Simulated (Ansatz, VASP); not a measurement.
## Rh: VASP beside Ansatz

Contents of INCAR:

```
PREC = Accurate ; ENCUT = 520
EDIFF = 1E-7 ; ISMEAR = -1
SIGMA = 0.05 ; LREAL = False
LASPH = True ; NELM = 100
ALGO = Normal ; ISIF = 2
LWAVE = False ; LCHARG = False
GGA = CA ; NBANDS = 14
```

The input KPOINTS:

```
Automatic mesh
0
Gamma
  14 14 14
```

Contents of POSCAR:

```
Rh
1.0
    0.0000000000      1.9029860865      1.9029860865
    1.9029860865      0.0000000000      1.9029860865
    1.9029860865      1.9029860865      0.0000000000
Rh
1
Direct
    0.0000000000      0.0000000000      0.0000000000
```

Input for Ansatz:

```yaml
crystal:
  lattice:
    - [0.0, 1.9029860865, 1.9029860865]
    - [1.9029860865, 0.0, 1.9029860865]
    - [1.9029860865, 1.9029860865, 0.0]
  atoms:
    - { symbol: Rh, position: [0.0, 0.0, 0.0] }
kpoints:
  mp_grid: { grid: [14, 14, 14] }
scf:
  occupations: { method: fermi_dirac, width: 0.05 }
hamiltonian:
  xc: lda
  pseudopotentials: { kind: all_electron, lapw: { basis_error: 0.0005 } }
output:
  forces: true
  stress: true
  eigenvalues: true
```

Alike in both runs: task single point; functional LDA; k mesh 14 × 14 × 14; occupations fermi-dirac, width 0.05 eV; no spin polarisation.

```csv
,VASP,Ansatz
version,VASP 6.6.1,Ansatz 0.2.0
potentials or method,"VASP PAW LDA potentials, release 64 (Rh_pv), cutoff 520 eV","all-electron LAPW, scalar-relativistic"
```

```csv
,VASP,Ansatz,Ansatz less VASP
pressure (GPa),-11.0,-11.8,-0.78
```

LDA's correlation is that of Perdew and Zunger in VASP and of Perdew and Wang (1992) in Ansatz. Ansatz ran all-electron here, and VASP with PAW potentials.
